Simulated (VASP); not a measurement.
Here is a VASP 6.6.1 calculation.

The input INCAR:

```
PREC = Accurate
ENCUT = 520
EDIFF = 1E-6
ISMEAR = 0
SIGMA = 0.15
LREAL = False
LASPH = True
NELM = 60
ALGO = Normal
ISIF = 2
LWAVE = False
LCHARG = False
GGA = PS
NBANDS = 16
```

KPOINTS

```
Automatic mesh
0
Gamma
  7 7 7
```

Contents of POSCAR:

```
SnAs
1.0
    0.0000000000      2.8593118065      2.8593118065
    2.8593118065      0.0000000000      2.8593118065
    2.8593118065      2.8593118065      0.0000000000
Sn As
1 1
Direct
    0.0000000000      0.0000000000      0.0000000000
    0.5000000000      0.5000000000      0.5000000000
```

Potentials or basis: VASP PAW PBE potentials, release 64 (Sn_d, As).

Run with:

```console
$ cat potpaw_PBE.64/Sn_d/POTCAR potpaw_PBE.64/As/POTCAR > POTCAR
$ mpirun -np 1 vasp_std > vasp.out
```

Predict the pressure.

-0.1 GPa.

Caveat: the PAW data sets were made with another functional, which shifts forces and pressure a little.
